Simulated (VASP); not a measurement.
# MgO (I4mm) in VASP: single point with PBE

Aim: the single point of MgO with PBE.

Everything below comes from runs of VASP 6.6.1. Logs are shortened: lines on timing, memory, paths and dates and some standing lists are left out, and cuts for length are marked.

### Step 1. The cell of the first run

The structure is tetragonal, space group I4mm (No. 107). Conventional cell: a = 3.020 Å, b = 3.020 Å, c = 4.270 Å, α = 90.00°, β = 90.00°, γ = 90.00°. Within 2.7 Å of Mg (site symmetry 4mm) lie 6 O at 2.04 to 2.24 Å. O (site symmetry 4mm) has 6 Mg at 2.04 to 2.24 Å within 2.7 Å.

### Step 2. Single point, PBE (atom 2 (O) moved by (-0.100, +0.000) A along x and z)

Contents of INCAR:

```
  PREC = Accurate
  ENCUT = 520
  EDIFF = 1E-6
  ISMEAR = 0
  SIGMA = 0.05
  LREAL = False
  LASPH = True
  NELM = 60
  ALGO = Normal
  ISIF = 2
  LWAVE = False
  LCHARG = True
  GGA = PE
  LELF = True
  LVHAR = True
  NBANDS = 11
```

Contents of KPOINTS:

```
regular mesh
0
Gamma
  10 10 10
```

Contents of POSCAR:

```
MgO
1.0
    0.0000000000      2.1351500000      2.1351500000
    2.1351500000      0.0000000000      2.1351500000
    2.1351500000      2.1351500000      0.0000000000
Mg O
1 1
Direct
    0.0000000000      0.0000000000      0.0000000000
    0.5234175585      0.4765824415      0.4765824415
```

Potentials or basis: VASP PAW PBE potentials, release 64 (Mg, O).

Launch:

```console
$ cat potpaw_PBE.64/Mg/POTCAR potpaw_PBE.64/O/POTCAR > POTCAR
$ mpirun -np 1 vasp_std > vasp.out
```

OUTCAR:

```text
PREC = Accurate
   ENCUT = 520
   EDIFF = 1E-6
   ISMEAR = 0
   LREAL = False
   LASPH = True
   NELM = 60
   ISIF = 2
   GGA = PE

 ion  position               nearest neighbor table
   1  0.000  0.000  0.000-   2 2.04   2 2.14   2 2.14   2 2.14   2 2.14   2 2.24
   2  0.523  0.477  0.477-   1 2.04   1 2.14   1 2.14   1 2.14   1 2.14   1 2.24

  LATTYP: Found a face centered cubic cell.
 ALAT       =     4.2703000000

  Lattice vectors:

 A1 = (   0.0000000000,   2.1351500000,   2.1351500000)
 A2 = (   2.1351500000,   0.0000000000,   2.1351500000)
 A3 = (   2.1351500000,   2.1351500000,   0.0000000000)

Analysis of symmetry for initial positions (statically):
=====================================================================
 Subroutine PRICEL returns:
 Original cell was already a primitive cell.

 Routine SETGRP: Setting up the symmetry group for a
 face centered cubic supercell.

 Subroutine GETGRP returns: Found  8 space group operations
 (whereof  8 operations were pure point group operations)
 out of a pool of 48 trial point group operations.

The static configuration has the point symmetry C_4v.

Analysis of symmetry for dynamics (positions and initial velocities):
=====================================================================
 Subroutine PRICEL returns:
 Original cell was already a primitive cell.

 Routine SETGRP: Setting up the symmetry group for a
 face centered cubic supercell.

 Subroutine GETGRP returns: Found  8 space group operations
 (whereof  8 operations were pure point group operations)
 out of a pool of 48 trial point group operations.

The dynamic configuration has the point symmetry C_4v.

 Subroutine INISYM returns: Found  8 space group operations
 (whereof  8 operations are pure point group operations),
 and found     1 'primitive' translations

----------------------------------------------------------------------------------------

                                     Primitive cell

  volume of cell :      19.4677

  direct lattice vectors                    reciprocal lattice vectors
     0.000000000  2.135150000  2.135150000    -0.234175585  0.234175585  0.234175585
     2.135150000  0.000000000  2.135150000     0.234175585 -0.234175585  0.234175585
     2.135150000  2.135150000  0.000000000     0.234175585  0.234175585 -0.234175585

  length of vectors
     3.019558088  3.019558088  3.019558088     0.405604011  0.405604011  0.405604011

  position of ions in fractional coordinates (direct lattice)
     0.000000000  0.000000000  0.000000000
     0.523417559  0.476582441  0.476582441

  ion indices of the primitive-cell ions
   primitive index   ion index
                 1           1
                 2           2

----------------------------------------------------------------------------------------

 KPOINTS: regular mesh

Automatic generation of k-mesh.
 Grid dimensions read from file:
 generate k-points for:   10   10   10

 Generating k-lattice:

  Cartesian coordinates                     Fractional coordinates (reciprocal lattice)
    -0.023417558  0.023417558  0.023417558     0.100000000  0.000000000  0.000000000
     0.023417558 -0.023417558  0.023417558     0.000000000  0.100000000  0.000000000
     0.023417558  0.023417558 -0.023417558     0.000000000  0.000000000  0.100000000

  Length of vectors
     0.040560401  0.040560401  0.040560401

  Shift w.r.t. Gamma in fractional coordinates (k-lattice)
     0.000000000  0.000000000  0.000000000

 Subroutine IBZKPT returns following result:
 ===========================================

 Found    102 irreducible k-points:

 Following reciprocal coordinates:
            Coordinates               Weight
  0.000000  0.000000  0.000000      1.000000
  0.100000  0.000000  0.000000      8.000000
  0.200000  0.000000  0.000000      8.000000
  0.300000  0.000000  0.000000      8.000000
  0.400000  0.000000  0.000000      8.000000
  0.500000  0.000000  0.000000      4.000000
[... 16 lines left out ...]
 -0.100000  0.100000  0.000000      8.000000
  0.000000 -0.100000  0.100000      4.000000
 [... further k-points ...]
   k-points           NKPTS =    102   k-points in BZ     NKDIM =    102   number of bands    NBANDS=     11
   number of dos      NEDOS =    301   number of ions     NIONS =      2
   total plane-waves  NPLWV =  13824
   dimension x,y,z NGX =    24 NGY =   24 NGZ =   24
   dimension x,y,z NGXF=    48 NGYF=   48 NGZF=   48
   ions per type =               1   1
   NGX,Y,Z   is equivalent  to a cutoff of  13.21, 13.21, 13.21 a.u.
   NGXF,Y,Z  is equivalent  to a cutoff of  26.43, 26.43, 26.43 a.u.
 SYSTEM =  unknown system
   PREC   = accura    normal or accurate (medium, high low for compatibility)
   ISTART =      0    job   : 0-new  1-cont  2-samecut
   ICHARG =      2    charge: 1-file 2-atom 10-const
   ISPIN  =      1    spin polarized calculation?
   LNONCOLLINEAR =      F non collinear calculations
   LSORBIT =      F    spin-orbit coupling
   LASPH  =      T    aspherical Exc in radial PAW
   ENCUT  =  520.0 eV  38.22 Ry    6.18 a.u.   5.61  5.61  5.61*2*pi/ulx,y,z
   NELM   =     60;   NELMIN=  2; NELMDL= -5     # of ELM steps
   EDIFF  = 0.1E-05   stopping-criterion for ELM
   LREAL  =      F    real-space projection
   EDIFFG = 0.1E-04   stopping-criterion for IOM
   NSW    =      0    number of steps for IOM
   IBRION =     -1    ionic relax: 0-MD 1-quasi-New 2-CG
   NFREE  =      0    steps in history (QN), initial steepest desc. (CG)
   ISIF   =      2    stress and relaxation
   ISYM   =      2    0-nonsym 1-usesym 2-fastsym
   POTIM  = 0.5000    time-step for ionic-motion
   TEBEG  =    0.0;   TEEND  =   0.0 temperature during run
   PSTRESS=    0.0 pullay stress
   NELECT =       8.0000    total number of electrons
   NUPDOWN=      -1.0000    fix difference up-down
   EMIN   =  10.00;   EMAX   =-10.00  energy-range for DOS
   EFERMI =   0.00;   METHOD = LEGACY
   ISMEAR =     0;   SIGMA  =   0.05  broadening in eV -4-tet -1-fermi 0-gaus
   EFERMI_NEDOS =   21; number of points for ismear=-14 and -15
   IALGO  =     38    algorithm
   IMIX   =      4    mixing-type and parameters
     AMIX     =   0.40;   BMIX     =  1.00
     AMIX_MAG =   1.60;   BMIX_MAG =  1.00
  volume/ion in A,a.u.               =       9.73        65.69
  Fermi-wavevector in a.u.,A,eV,Ry     =   1.217119  2.300022 20.155386  1.481379
  Thomas-Fermi vector in A             =   2.352450
   LORBIT       =      0    0 simple, 1 ext, 2 COOP (PROOUT), +10 PAW based schemes
   GGA     = PE    functional components
   LHFCALC =     F    Hartree Fock is set to
   AEXX    =    0.0000 exact exchange contribution
   IVDW    =     0    specifies the selected vdW correction
   LEPSILON=     F    determine dielectric tensor
   LRPA    =     F    only Hartree local field effects (RPA)
 non-spin polarized calculation
 Gauss-broadening in eV      SIGMA  =   0.05
  energy-cutoff  :      520.00
  volume of cell :       19.47
 maximum number of plane-waves:       544
   NGX = 11   NGY = 11   NGZ = 11

 number of electron       8.0000002 magnetization

 Free energy of the ion-electron system (eV)
  ---------------------------------------------------
  ext. energy  EPLUGINS =         0.00000000
  ---------------------------------------------------
  free energy    TOTEN  =       -11.88633544 eV

  energy without entropy =      -11.88633544  energy(sigma->0) =      -11.88633544

 E-fermi :   3.1625     XC(G=0): -10.8815

 val. band max:        2.8764275575   @ k =   0.0000   0.0000   0.0000
 cond. band min:       7.2102574070   @ k =   0.0000   0.0000   0.0000
 fundamental gap:      4.3338298495
 Fermi energy:         3.1624951603

 k-point     1 :       0.0000    0.0000    0.0000
  band No.  band energies     occupation
      1     -14.1779      2.00000
      2       2.8625      2.00000
      3       2.8764      2.00000
      4       2.8764      2.00000
      5       7.2103      0.00000
      6      18.4665      0.00000
      7      18.4861      0.00000
      8      18.4861      0.00000
      9      22.2377      0.00000
     10      23.9934      0.00000
     11      24.0138      0.00000

 k-point     2 :       0.1000    0.0000    0.0000
  band No.  band energies     occupation
      1     -14.0799      2.00000
      2       2.2263      2.00000
      3       2.8088      2.00000
      4       2.8145      2.00000
      5       7.8427      0.00000
      6      17.2211      0.00000
      7      18.6989      0.00000
      8      18.7065      0.00000
      9      23.1991      0.00000
     10      23.2232      0.00000
     11      23.8408      0.00000

 k-point     3 :       0.2000    0.0000    0.0000
  band No.  band energies     occupation
      1     -13.8109      2.00000
      2       0.9505      2.00000
      3       2.6516      2.00000
      4       2.6574      2.00000
      5       9.0427      0.00000
      6      15.6849      0.00000
      7      19.1105      0.00000
      8      19.1228      0.00000
      9      22.5073      0.00000
     10      22.5516      0.00000
     11      24.5045      0.00000

 k-point     4 :       0.3000    0.0000    0.0000
  band No.  band energies     occupation
      1     -13.4498      2.00000
      2      -0.3081      2.00000
      3       2.4664      2.00000
      4       2.4722      2.00000
      5      10.0203      0.00000
      6      14.9058      0.00000
      7      19.1453      0.00000
      8      19.1474      0.00000
      9      22.9794      0.00000
     10      23.0011      0.00000
     11      23.8939      0.00000
[... 239 lines left out ...]
 k-point    22 :       0.0000   -0.2000    0.1000
  band No.  band energies     occupation
      1     -13.6273      2.00000
      2       0.4356      2.00000
      3       2.2506      2.00000
      4       2.6225      2.00000
      5       9.7972      0.00000
      6      15.0829      0.00000
      7      18.5848      0.00000
      8      19.6572      0.00000
      9      21.2674      0.00000
     10      23.3964      0.00000
     11      25.5942      0.00000

 k-point    23 :      -0.1000    0.1000    0.0000
  band No.  band energies     occupation
      1     -13.9255      2.00000
      2       1.5287      2.00000
      3       2.5611      2.00000
      4       2.7666      2.00000
      5       8.6369      0.00000
      6      16.1609      0.00000
      7      18.7658      0.00000
      8      19.1329      0.00000
      9      21.8873      0.00000
     10      23.3097      0.00000
     11      25.1977      0.00000

 k-point    24 :       0.0000   -0.1000    0.1000
  band No.  band energies     occupation
      1     -13.9255      2.00000
      2       1.5262      2.00000
      3       2.5579      2.00000
      4       2.7715      2.00000
      5       8.6443      0.00000
      6      16.1510      0.00000
      7      18.7781      0.00000
      8      19.1233      0.00000
      9      21.8312      0.00000
     10      23.3145      0.00000
     11      25.2752      0.00000

 [... further k-points ...]

------------------------ aborting loop because EDIFF is reached ----------------------------------------

  FORCE on cell =-STRESS in cart. coord.  units (eV):
  Direction    XX          YY          ZZ          XY          YZ          ZX
  --------------------------------------------------------------------------------------
  -------------------------------------------------------------------------------------
  Total        0.0581119     -0.3197132     -0.3197132     -0.0000000      0.0000000      0.0000000
  in kB        4.7825630    -26.3121285    -26.3121285     -0.0000000      0.0000000      0.0000000
  external PRESSURE =     -15.9472313 kB  Pullay stress =       0.0000000 kB

 VOLUME and BASIS-vectors are now :
 -----------------------------------------------------------------------------
  energy-cutoff  :      520.00
  volume of cell :       19.47
      direct lattice vectors                 reciprocal lattice vectors
     0.000000000  2.135150000  2.135150000    -0.234175585  0.234175585  0.234175585
     2.135150000  0.000000000  2.135150000     0.234175585 -0.234175585  0.234175585
     2.135150000  2.135150000  0.000000000     0.234175585  0.234175585 -0.234175585

 POSITION                                       TOTAL-FORCE (eV/Angst)
 -----------------------------------------------------------------------------------
      0.00000      0.00000      0.00000        -0.486065      0.000000      0.000000
      2.03515      2.13515      2.13515         0.486065      0.000000      0.000000
 -----------------------------------------------------------------------------------
    total drift:                                0.000674      0.000001      0.000001

  FREE ENERGIE OF THE ION-ELECTRON SYSTEM (eV)
  ---------------------------------------------------
  free  energy   TOTEN  =       -11.8863354368 eV

  energy  without entropy=      -11.8863354368  energy(sigma->0) =      -11.88633544
```

Run time: 28 s. Hardware: 1 thread of Intel Xeon 8259CL, shared host; peak memory 0.15 GiB.

Results:

| Item | Value |
| --- | --- |
| Free energy | -11.8863 eV |
| Pressure | -1.6 GPa |
| Largest force | 0.486 eV/Å |
| Band gap on the k mesh | 4.33 eV, direct |

Forces in eV/Å, atoms in the order of the input:
```
Mg  -0.486  0.000  0.000
O    0.486  0.000  0.000
```

Stress tensor (GPa, compression positive):
```
 0.48  0.00  0.00
 0.00 -2.63  0.00
 0.00  0.00 -2.63
```

Caveat: the cell differs from its parent crystal (atom 2 (O) moved by (-0.100, +0.000) A along x and z).
